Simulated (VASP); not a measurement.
# MgGa2O4 (Fd-3m) in VASP: single point with PBE

Aim: the single point of MgGa2O4 with PBE.

Program: VASP 6.6.1. These are calculated values, not measurements. Logs are shortened: lines on timing, memory, paths and dates and some standing lists are left out, and cuts for length are marked.

## 1. The cell of the first run

It takes space group Fd-3m (No. 227, cubic). The conventional cell has a = 8.354 Å, b = 8.354 Å, c = 8.354 Å, α = 90.00°, β = 90.00°, γ = 90.00°. Mg (site symmetry -43m) has 4 O at 1.97 Å within 2.6 Å. Within 2.6 Å of Ga (site symmetry -3m) lie 6 O at 2.00 Å. Within 2.7 Å of O (site symmetry 3m) lie 1 Mg at 1.97 Å and 3 Ga at 2.00 Å and 3 O at 2.69 Å.

## 2. Single point, PBE

INCAR

```
SYSTEM = MgGa2O4
PREC = Accurate
ENCUT = 600
EDIFF = 1E-6
ISMEAR = 1
SIGMA = 0.01
LREAL = .FALSE.
LASPH = .TRUE.
NELM = 120
ALGO = Normal
ISIF = 2
LWAVE = .FALSE.
LCHARG = .FALSE.
GGA = PE
NBANDS = 65
GGA_COMPAT = .FALSE.
```

KPOINTS

```
regular mesh
0
G
  6 6 6
  0 0 0
```

POSCAR

```
MgGa2O4
1.0
    0.0000000000      4.1769300000      4.1769300000
    4.1769300000      0.0000000000      4.1769300000
    4.1769300000      4.1769300000      0.0000000000
Mg Ga O
2 4 8
Direct
    0.5000000000      0.5000000000      0.5000000000
    0.7500000000      0.7500000000      0.7500000000
    0.1250000000      0.1250000000      0.6250000000
    0.1250000000      0.6250000000      0.1250000000
    0.6250000000      0.1250000000      0.1250000000
    0.1250000000      0.1250000000      0.1250000000
    0.8862000000      0.3414100000      0.8862000000
    0.3638000000      0.3638000000      0.9085900000
    0.3638000000      0.3638000000      0.3638000000
    0.9085900000      0.3638000000      0.3638000000
    0.8862000000      0.8862000000      0.8862000000
    0.3414100000      0.8862000000      0.8862000000
    0.3638000000      0.9085900000      0.3638000000
    0.8862000000      0.8862000000      0.3414100000
```

Potentials or basis: VASP PAW PBE potentials, release 64 (Mg, Ga_d, O).

Run with:

```
$ cat potpaw_PBE.64/Mg/POTCAR potpaw_PBE.64/Ga_d/POTCAR potpaw_PBE.64/O/POTCAR > POTCAR
$ mpirun -np 1 vasp_std > vasp.out
```

OUTCAR:

```text
SYSTEM = MgGa2O4
   PREC = Accurate
   ENCUT = 600
   EDIFF = 1E-6
   ISMEAR = 1
   LREAL = .FALSE.
   LASPH = .TRUE.
   NELM = 120
   ISIF = 2
   GGA = PE

 ion  position               nearest neighbor table
   1  0.500  0.500  0.500-   8 1.97  10 1.97  13 1.97   9 1.97   2 3.62   2 3.62   2 3.62   2 3.62

   2  0.750  0.750  0.750-   7 1.97  12 1.97  14 1.97  11 1.97   1 3.62   1 3.62   1 3.62   1 3.62

   3  0.125  0.125  0.625-   9 2.00  11 2.00  10 2.00   7 2.00  12 2.00  13 2.00
   4  0.125  0.625  0.125-   9 2.00  11 2.00  10 2.00   8 2.00  12 2.00  14 2.00
   5  0.625  0.125  0.125-   9 2.00  11 2.00   7 2.00   8 2.00  13 2.00  14 2.00
   6  0.125  0.125  0.125-   7 2.00   8 2.00  10 2.00  12 2.00  13 2.00  14 2.00
   7  0.886  0.341  0.886-   2 1.97   6 2.00   5 2.00   3 2.00
   8  0.364  0.364  0.909-   1 1.97   6 2.00   5 2.00   4 2.00
   9  0.364  0.364  0.364-   1 1.97   3 2.00   4 2.00   5 2.00
  10  0.909  0.364  0.364-   1 1.97   6 2.00   4 2.00   3 2.00
  11  0.886  0.886  0.886-   2 1.97   3 2.00   4 2.00   5 2.00
  12  0.341  0.886  0.886-   2 1.97   6 2.00   4 2.00   3 2.00
  13  0.364  0.909  0.364-   1 1.97   6 2.00   5 2.00   3 2.00
  14  0.886  0.886  0.341-   2 1.97   6 2.00   5 2.00   4 2.00

  LATTYP: Found a face centered cubic cell.
 ALAT       =     8.3538600000

  Lattice vectors:

 A1 = (   0.0000000000,   4.1769300000,   4.1769300000)
 A2 = (   4.1769300000,   0.0000000000,   4.1769300000)
 A3 = (   4.1769300000,   4.1769300000,   0.0000000000)

Analysis of symmetry for initial positions (statically):
=====================================================================
 Subroutine PRICEL returns:
 Original cell was already a primitive cell.

 Routine SETGRP: Setting up the symmetry group for a
 face centered cubic supercell.

 Subroutine GETGRP returns: Found 12 space group operations
 (whereof  6 operations were pure point group operations)
 out of a pool of 48 trial point group operations.

The static configuration has the point symmetry C_3v.
 The point group associated with its full space group is D_3d.

Analysis of symmetry for dynamics (positions and initial velocities):
=====================================================================
 Subroutine PRICEL returns:
 Original cell was already a primitive cell.

 Routine SETGRP: Setting up the symmetry group for a
 face centered cubic supercell.

 Subroutine GETGRP returns: Found 12 space group operations
 (whereof  6 operations were pure point group operations)
 out of a pool of 48 trial point group operations.

The dynamic configuration has the point symmetry C_3v.
 The point group associated with its full space group is D_3d.

 Subroutine INISYM returns: Found 12 space group operations
 (whereof  6 operations are pure point group operations),
 and found     1 'primitive' translations

----------------------------------------------------------------------------------------

                                     Primitive cell

  volume of cell :     145.7477

  direct lattice vectors                    reciprocal lattice vectors
     0.000000000  4.176930000  4.176930000    -0.119705142  0.119705142  0.119705142
     4.176930000  0.000000000  4.176930000     0.119705142 -0.119705142  0.119705142
     4.176930000  4.176930000  0.000000000     0.119705142  0.119705142 -0.119705142

  length of vectors
     5.907071055  5.907071055  5.907071055     0.207335388  0.207335388  0.207335388

  position of ions in fractional coordinates (direct lattice)
     0.500000000  0.500000000  0.500000000
     0.750000000  0.750000000  0.750000000
     0.125000000  0.125000000  0.625000000
     0.125000000  0.625000000  0.125000000
     0.625000000  0.125000000  0.125000000
     0.125000000  0.125000000  0.125000000
     0.886200000  0.341410000  0.886200000
     0.363800000  0.363800000  0.908590000
     0.363800000  0.363800000  0.363800000
     0.908590000  0.363800000  0.363800000
     0.886200000  0.886200000  0.886200000
     0.341410000  0.886200000  0.886200000
     0.363800000  0.908590000  0.363800000
     0.886200000  0.886200000  0.341410000

  ion indices of the primitive-cell ions
   primitive index   ion index
                 1           1
                 2           2
                 3           3
                 4           4
                 5           5
                 6           6
                 7           7
                 8           8
                 9           9
                10          10
                11          11
                12          12
                13          13
                14          14

----------------------------------------------------------------------------------------

 KPOINTS: regular mesh

Automatic generation of k-mesh.
 Grid dimensions read from file:
 generate k-points for:    6    6    6

 Generating k-lattice:

  Cartesian coordinates                     Fractional coordinates (reciprocal lattice)
    -0.019950857  0.019950857  0.019950857     0.166666667  0.000000000  0.000000000
     0.019950857 -0.019950857  0.019950857     0.000000000  0.166666667  0.000000000
     0.019950857  0.019950857 -0.019950857     0.000000000  0.000000000  0.166666667

  Length of vectors
     0.034555898  0.034555898  0.034555898

  Shift w.r.t. Gamma in fractional coordinates (k-lattice)
     0.000000000  0.000000000  0.000000000

 Subroutine IBZKPT returns following result:
 ===========================================

 Found     32 irreducible k-points:

 Following reciprocal coordinates:
            Coordinates               Weight
  0.000000  0.000000  0.000000      1.000000
  0.166667  0.000000  0.000000      6.000000
  0.166667  0.166667  0.166667      2.000000
  0.333333  0.000000  0.000000      6.000000
  0.333333  0.333333  0.333333      2.000000
  0.500000  0.000000  0.000000      3.000000
[... 16 lines left out ...]
  0.500000  0.166667  0.500000      6.000000
 -0.333333  0.333333  0.000000      6.000000
 [... further k-points ...]
   k-points           NKPTS =     32   k-points in BZ     NKDIM =     32   number of bands    NBANDS=     65
   number of dos      NEDOS =    301   number of ions     NIONS =     14
   total plane-waves  NPLWV = 110592
   dimension x,y,z NGX =    48 NGY =   48 NGZ =   48
   dimension x,y,z NGXF=    96 NGYF=   96 NGZF=   96
   ions per type =               2   4   8
   NGX,Y,Z   is equivalent  to a cutoff of  13.51, 13.51, 13.51 a.u.
   NGXF,Y,Z  is equivalent  to a cutoff of  27.02, 27.02, 27.02 a.u.
 SYSTEM =  MgGa2O4
   PREC   = accura    normal or accurate (medium, high low for compatibility)
   ISTART =      0    job   : 0-new  1-cont  2-samecut
   ICHARG =      2    charge: 1-file 2-atom 10-const
   ISPIN  =      1    spin polarized calculation?
   LNONCOLLINEAR =      F non collinear calculations
   LSORBIT =      F    spin-orbit coupling
   LASPH  =      T    aspherical Exc in radial PAW
   ENCUT  =  600.0 eV  44.10 Ry    6.64 a.u.  11.80 11.80 11.80*2*pi/ulx,y,z
   NELM   =    120;   NELMIN=  2; NELMDL= -5     # of ELM steps
   EDIFF  = 0.1E-05   stopping-criterion for ELM
   LREAL  =      F    real-space projection
   EDIFFG = 0.1E-04   stopping-criterion for IOM
   NSW    =      0    number of steps for IOM
   IBRION =     -1    ionic relax: 0-MD 1-quasi-New 2-CG
   NFREE  =      0    steps in history (QN), initial steepest desc. (CG)
   ISIF   =      2    stress and relaxation
   ISYM   =      2    0-nonsym 1-usesym 2-fastsym
   POTIM  = 0.5000    time-step for ionic-motion
   TEBEG  =    0.0;   TEEND  =   0.0 temperature during run
   PSTRESS=    0.0 pullay stress
   NELECT =     104.0000    total number of electrons
   NUPDOWN=      -1.0000    fix difference up-down
   EMIN   =  10.00;   EMAX   =-10.00  energy-range for DOS
   EFERMI =   0.00;   METHOD = LEGACY
   ISMEAR =     1;   SIGMA  =   0.01  broadening in eV -4-tet -1-fermi 0-gaus
   EFERMI_NEDOS =   21; number of points for ismear=-14 and -15
   IALGO  =     38    algorithm
   IMIX   =      4    mixing-type and parameters
     AMIX     =   0.40;   BMIX     =  1.00
     AMIX_MAG =   1.60;   BMIX_MAG =  1.00
  volume/ion in A,a.u.               =      10.41        70.25
  Fermi-wavevector in a.u.,A,eV,Ry     =   1.462914  2.764506 29.118058  2.140117
  Thomas-Fermi vector in A             =   2.579071
   LORBIT       =      0    0 simple, 1 ext, 2 COOP (PROOUT), +10 PAW based schemes
   GGA     = PE    functional components
   LHFCALC =     F    Hartree Fock is set to
   AEXX    =    0.0000 exact exchange contribution
   IVDW    =     0    specifies the selected vdW correction
   LEPSILON=     F    determine dielectric tensor
   LRPA    =     F    only Hartree local field effects (RPA)
 non-spin polarized calculation
 Methfessel and Paxton  Order N= 1 SIGMA  =   0.01
  energy-cutoff  :      600.00
  volume of cell :      145.75
 maximum number of plane-waves:      4909
   NGX = 23   NGY = 23   NGZ = 23

 number of electron     104.0000000 magnetization

 Free energy of the ion-electron system (eV)
  ---------------------------------------------------
  ext. energy  EPLUGINS =         0.00000000
  ---------------------------------------------------
  free energy    TOTEN  =       -83.93018281 eV

  energy without entropy =      -83.93018281  energy(sigma->0) =      -83.93018281

 E-fermi :   3.3334     XC(G=0): -11.2684

 val. band max:        3.2595563228   @ k =   0.0000   0.0000   0.0000
 cond. band min:       6.6482058418   @ k =   0.0000   0.0000   0.0000
 fundamental gap:      3.3886495190
 Fermi energy:         3.3333546264

 k-point     1 :       0.0000    0.0000    0.0000
  band No.  band energies     occupation
      1     -15.0661      2.00000
      2     -13.5746      2.00000
      3     -13.4383      2.00000
      4     -13.4381      2.00000
      5     -13.4381      2.00000
      6     -13.1946      2.00000
[... 56 lines left out ...]
     63      14.0718      0.00000
     64      14.0719      0.00000

 k-point     2 :       0.1667    0.0000    0.0000
  band No.  band energies     occupation
      1     -14.9934      2.00000
      2     -13.6611      2.00000
      3     -13.4352      2.00000
      4     -13.4350      2.00000
      5     -13.4286      2.00000
      6     -13.2325      2.00000
[... 56 lines left out ...]
     63      13.9028      0.00000
     64      14.3113      0.00000

 k-point     3 :       0.1667    0.1667    0.1667
  band No.  band energies     occupation
      1     -14.9934      2.00000
      2     -13.6612      2.00000
      3     -13.4350      2.00000
      4     -13.4350      2.00000
      5     -13.4287      2.00000
      6     -13.2326      2.00000
[... 1396 lines left out ...]
     63      14.4210      0.00000
     64      15.0387      0.00000

 k-point    24 :      -0.3333    0.3333    0.0000
  band No.  band energies     occupation
      1     -14.4860      2.00000
      2     -14.1569      2.00000
      3     -13.5883      2.00000
      4     -13.4257      2.00000
      5     -13.3906      2.00000
      6     -13.2559      2.00000
[... 56 lines left out ...]
     63      14.2836      0.00000
     64      14.7413      0.00000

 [... further k-points ...]

 [bands above 64 left out]

------------------------ aborting loop because EDIFF is reached ----------------------------------------

  FORCE on cell =-STRESS in cart. coord.  units (eV):
  Direction    XX          YY          ZZ          XY          YZ          ZX
  --------------------------------------------------------------------------------------
  -------------------------------------------------------------------------------------
  Total        6.1693027      6.1693027      6.1693027      0.0000190      0.0000190      0.0000190
  in kB       67.8180152     67.8180152     67.8180152      0.0002089      0.0002089      0.0002089
  external PRESSURE =      67.8180152 kB  Pullay stress =       0.0000000 kB

 VOLUME and BASIS-vectors are now :
 -----------------------------------------------------------------------------
  energy-cutoff  :      600.00
  volume of cell :      145.75
      direct lattice vectors                 reciprocal lattice vectors
     0.000000000  4.176930000  4.176930000    -0.119705142  0.119705142  0.119705142
     4.176930000  0.000000000  4.176930000     0.119705142 -0.119705142  0.119705142
     4.176930000  4.176930000  0.000000000     0.119705142  0.119705142 -0.119705142

 POSITION                                       TOTAL-FORCE (eV/Angst)
 -----------------------------------------------------------------------------------
      4.17693      4.17693      4.17693        -0.000192     -0.000192     -0.000192
      6.26539      6.26539      6.26539         0.000192      0.000192      0.000192
      3.13270      3.13270      1.04423         0.000000      0.000000      0.000000
      3.13270      1.04423      3.13270         0.000000      0.000000      0.000000
      1.04423      3.13270      3.13270         0.000000      0.000000      0.000000
      1.04423      1.04423      1.04423         0.000000      0.000000      0.000000
      5.12764      7.40319      5.12764         0.184259     -0.184770      0.184259
      5.31468      5.31468      3.03913        -0.184259     -0.184259      0.184770
      3.03913      3.03913      3.03913         0.184744      0.184744      0.184744
      3.03913      5.31468      5.31468         0.184770     -0.184259     -0.184259
      7.40319      7.40319      7.40319        -0.184744     -0.184744     -0.184744
      7.40319      5.12764      5.12764        -0.184770      0.184259      0.184259
      5.31468      3.03913      5.31468        -0.184259      0.184770     -0.184259
      5.12764      5.12764      7.40319         0.184259      0.184259     -0.184770
 -----------------------------------------------------------------------------------
    total drift:                                0.000000      0.000000      0.000000

  FREE ENERGIE OF THE ION-ELECTRON SYSTEM (eV)
  ---------------------------------------------------
  free  energy   TOTEN  =       -83.9301828149 eV

  energy  without entropy=      -83.9301828149  energy(sigma->0) =      -83.93018281
```

Run time: 14 min. Hardware: 1 thread of Intel Xeon 8259CL, shared host; peak memory 0.51 GiB.

What came out:

```yaml
Free_energy: -83.9302 eV
Pressure: 6.8 GPa
Largest_force: 0.320 eV/Å
Band_gap_on_the_k_mesh: 3.39 eV
```

Forces in eV/Å, atoms in the order of the input:
```
Mg   0.000  0.000  0.000
Mg   0.000  0.000  0.000
Ga   0.000  0.000  0.000
Ga   0.000  0.000  0.000
Ga   0.000  0.000  0.000
Ga   0.000  0.000  0.000
O    0.184 -0.185  0.184
O   -0.184 -0.184  0.185
O    0.185  0.185  0.185
O    0.185 -0.184 -0.184
O   -0.185 -0.185 -0.185
O   -0.185  0.184  0.184
O   -0.184  0.185 -0.184
O    0.184  0.184 -0.185
```

Caveat: the cell stands under pressure.
